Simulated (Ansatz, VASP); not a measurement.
# WC: VASP beside Ansatz

```xyz
2
Lattice="0.0219 2.2036 2.2036 2.2036 0.0219 2.2036 2.2036 2.2036 0.0219" Properties=species:S:1:pos:R:3 pbc="T T T"
W     0.0000    0.0000    0.0000
C     2.2146    2.2146    2.2146
```

Alike in both runs: task single point; functional r2SCAN; k mesh 14 × 14 × 14; occupations fermi-dirac, width 0.1 eV; no spin polarisation.

|  | VASP | Ansatz |
| --- | --- | --- |
| version | VASP 6.6.1 | Ansatz 0.2.0 |
| potentials or method | VASP PAW PBE potentials, release 64 (W_sv, C), cutoff 520 eV | plane waves, PAW |
| valence electrons in the cell | 18 | 18 |

VASP gave:

```
pressure (GPa)                                                : -3.4
traceless stress, the component that is largest in VASP (GPa) : -1.02
```

Question: What did Ansatz give for the same quantities?

Answer: Pressure (GPa): -5.0; traceless stress, the component that is largest in VASP (GPa): -1.01.

VASP's potentials were made for PBE, not for r2SCAN. The functional is the same, so the differences come from potentials, cutoffs and numerics.

Neither program's run includes spin-orbit coupling.
